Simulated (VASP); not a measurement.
# Ti in VASP: a series of runs, part 2 of 2

VASP 6.6.1. The steps go on from the part before.

### Step 4. Single point, LDA (normal strain along x -0.0525, normal strain along y +0.0000)

Contents of INCAR:

```
  PREC = Accurate
  ENCUT = 520
  EDIFF = 1E-7
  ISMEAR = 0
  SIGMA = 0.15
  LREAL = False
  LASPH = True
  NELM = 100
  ALGO = Normal
  ISIF = 2
  LWAVE = False
  LCHARG = False
  GGA = CA
  NBANDS = 12
```

Contents of KPOINTS:

```
regular mesh
0
Gamma
  20 20 20
```

Contents of POSCAR:

```
Ti
1.0
    0.0000000000      2.0005340298      2.0005340298
    1.8955059932      0.0000000000      2.0005340298
    1.8955059932      2.0005340298      0.0000000000
Ti
1
Direct
    0.0000000000      0.0000000000      0.0000000000
```

Potentials or basis: VASP PAW LDA potentials, release 64 (Ti_sv).

Launch:

```
> cat potpaw_LDA.64/Ti_sv/POTCAR > POTCAR
> mpirun -np 1 vasp_std > vasp.out
```

OUTCAR:

```text
PREC = Accurate
   ENCUT = 520
   EDIFF = 1E-7
   ISMEAR = 0
   LREAL = False
   LASPH = True
   NELM = 100
   ISIF = 2
   GGA = CA

 ion  position               nearest neighbor table
   1  0.000  0.000  0.000-

  LATTYP: Found a body centered tetragonal cell.
 ALAT       =     2.8291823569
 C/A-ratio  =     1.3399673503

  Lattice vectors:

 A1 = (  -1.8955059932,   0.0000000000,  -2.0005340298)
 A2 = (  -1.8955059932,   0.0000000000,   2.0005340298)
[... 540 lines left out ...]
     12      25.4633      0.00000

 [... further k-points ...]

------------------------ aborting loop because EDIFF is reached ----------------------------------------

  FORCE on cell =-STRESS in cart. coord.  units (eV):
  Direction    XX          YY          ZZ          XY          YZ          ZX
  --------------------------------------------------------------------------------------
  -------------------------------------------------------------------------------------
  Total        0.7695287      0.6109259      0.6109259      0.0000000      0.0000000      0.0000000
  in kB       81.2621551     64.5137211     64.5137211      0.0000000      0.0000000      0.0000000
  external PRESSURE =      70.0965325 kB  Pullay stress =       0.0000000 kB

 VOLUME and BASIS-vectors are now :
 -----------------------------------------------------------------------------
  energy-cutoff  :      520.00
  volume of cell :       15.17
      direct lattice vectors                 reciprocal lattice vectors
     0.000000000  2.000534030  2.000534030    -0.263781809  0.249933264  0.249933264
     1.895505993  0.000000000  2.000534030     0.263781809 -0.249933264  0.249933264
     1.895505993  2.000534030  0.000000000     0.263781809  0.249933264 -0.249933264

 POSITION                                       TOTAL-FORCE (eV/Angst)
 -----------------------------------------------------------------------------------
      0.00000      0.00000      0.00000         0.000000      0.000000      0.000000
 -----------------------------------------------------------------------------------
    total drift:                               -0.000000     -0.000000     -0.000000

  FREE ENERGIE OF THE ION-ELECTRON SYSTEM (eV)
  ---------------------------------------------------
  free  energy   TOTEN  =        -8.4874686258 eV

  energy  without entropy=       -8.4703038418  energy(sigma->0) =       -8.47888623
```

OSZICAR:

```text
N       E                     dE             d eps       ncg     rms          rms(c)
DAV:   1     0.850065125122E+02    0.85007E+02   -0.65441E+03 15444   0.123E+03
DAV:   2    -0.522012050444E+01   -0.90227E+02   -0.87614E+02 15600   0.297E+02
DAV:   3    -0.922086512336E+01   -0.40007E+01   -0.39597E+01 20872   0.634E+01
DAV:   4    -0.931313687320E+01   -0.92272E-01   -0.92171E-01 17268   0.837E+00
DAV:   5    -0.931551635944E+01   -0.23795E-02   -0.23794E-02 18264   0.116E+00    0.938E+00
DAV:   6    -0.848616161842E+01    0.82935E+00   -0.17006E+00 16816   0.195E+01    0.271E+00
DAV:   7    -0.847507585319E+01    0.11086E-01   -0.96319E-02 18944   0.355E+00    0.140E+00
DAV:   8    -0.848713221263E+01   -0.12056E-01   -0.46740E-02 15872   0.261E+00    0.137E-01
DAV:   9    -0.848739876106E+01   -0.26655E-03   -0.30547E-03 19064   0.595E-01    0.890E-02
DAV:  10    -0.848748539070E+01   -0.86630E-04   -0.32994E-04 16468   0.201E-01    0.157E-02
DAV:  11    -0.848746942832E+01    0.15962E-04   -0.22835E-05 18680   0.632E-02    0.957E-03
DAV:  12    -0.848746857175E+01    0.85657E-06   -0.17045E-06 16944   0.137E-02    0.760E-04
DAV:  13    -0.848746862581E+01   -0.54063E-07   -0.33816E-07 18328   0.609E-03
   1 F= -.84874686E+01 E0= -.84788862E+01  d E =-.171648E-01
```

stdout:

```text
POSCAR found type information on POSCAR Ti
 POSCAR found :  1 types and       1 ions
 scaLAPACK will be used
 LDA part: xc-table for (Slater(with rela. corr.)+CA(PZ))
 , standard interpolation
 POSCAR, INCAR and KPOINTS ok, starting setup
 FFT: planning ... GRIDC
 FFT: planning ... GRID_SOFT
 FFT: planning ... GRID
 WAVECAR not read
 entering main loop
```

Wall time 82 s (1 thread of AMD EPYC 9R45 (Zen 5), shared host); peak memory 0.18 GiB.

What came out:

* Free energy: -8.4875 eV
* Pressure: 7.0 GPa
* Band gap on the k mesh: zero (bands 6 and 7 overlap by 1.37 eV)

Caveat: the cell differs from its parent crystal (normal strain along x -0.0525, normal strain along y +0.0000); the cell stands under pressure.

### Step 5. Single point, LDA (normal strain along x -0.0700, normal strain along y -0.0175)

Contents of INCAR:

```
SYSTEM = Ti
ALGO = Fast
EDIFF = 1E-6
ENCUT = 520
ISIF = 2
ISMEAR = 0
LASPH = .True.
LCHARG = .False.
LREAL = .False.
LWAVE = .False.
NBANDS = 12
NELM = 100
PREC = Accurate
SIGMA = 0.15
```

Contents of KPOINTS:

```
k-points
0
Gamma
  20 20 20
  0 0 0
```

Contents of POSCAR:

```
Ti
1.0
    0.0000000000      1.9655246843      2.0005340298
    1.8604966477      0.0000000000      2.0005340298
    1.8604966477      1.9655246843      0.0000000000
Ti
1
Direct
    0.0000000000      0.0000000000      0.0000000000
```

Launch:

```
> cat potpaw_LDA.64/Ti_sv/POTCAR > POTCAR
> mpirun -np 1 vasp_std > vasp.out
```

Run time: 2.8 min. Hardware: 1 thread of Intel Xeon Platinum 8375C at 2.90GHz (Ice Lake), shared host; peak memory 0.3 GiB.

It converged, with:

```
Free energy            : -8.4532 eV
Pressure               : 12.5 GPa
Band gap on the k mesh : zero (bands 6 and 7 overlap by 1.47 eV)
```

Stress tensor (GPa, compression positive):
```
13.75  0.00  0.00
 0.00 12.09  0.00
 0.00  0.00 11.63
```

Levels at points of the mesh, in eV from the Fermi level:
| k point | band 3 | band 4 | band 5 | band 6 | band 7 | band 8 | band 9 | band 10 |
| --- | --- | --- | --- | --- | --- | --- | --- | --- |
| (0.00, 0.00, 0.00) | -31.73 | -31.72 | -6.35 | 0.67 | 0.86 | 1.35 | 2.58 | 3.30 |
| (0.50, 0.00, 0.00) | -31.92 | -31.82 | -3.00 | 0.41 | 1.14 | 1.31 | 4.20 | 4.52 |
| (0.50, 0.50, 0.00) | -32.12 | -32.03 | -3.22 | -2.15 | 3.25 | 4.33 | 4.53 | 4.89 |
| (0.50, 0.00, 0.50) | -32.18 | -32.04 | -3.23 | -2.17 | 3.61 | 4.28 | 4.45 | 4.98 |
| (0.00, 0.50, 0.50) | -32.24 | -32.19 | -3.24 | -2.38 | 4.32 | 4.67 | 4.79 | 4.83 |

Caveat: the cell differs from its parent crystal (normal strain along x -0.0700, normal strain along y -0.0175); the cell stands under pressure.

### Step 6. Summary

```csv
cell,gap on the mesh (eV),pressure (GPa)
"a = 2.930, b = 2.930, c = 3.027 Å, angles 58.9, 58.9, 62.2°, 1 atom",none,-13.2
"a = 2.829, b = 2.732, c = 2.732 Å, angles 62.4, 58.8, 58.8°, 1 atom",none,9.7
"a = 2.829, b = 2.756, c = 2.756 Å, angles 61.8, 59.1, 59.1°, 1 atom",none,7.0
"a = 2.805, b = 2.732, c = 2.706 Å, angles 62.1, 59.4, 58.5°, 1 atom",none,12.5
```

Alike in all rows: task single point; level LDA; potentials or basis VASP PAW LDA potentials, release 64 (Ti_sv); no spin polarisation; k mesh 20 × 20 × 20; cutoff (eV) 520; smearing gaussian 0.15 eV.

Caveats: the cell stands under pressure (at least some runs); the cell stands under tension (at least some runs).

Absolute energies hang on the potentials; compare differences alone.
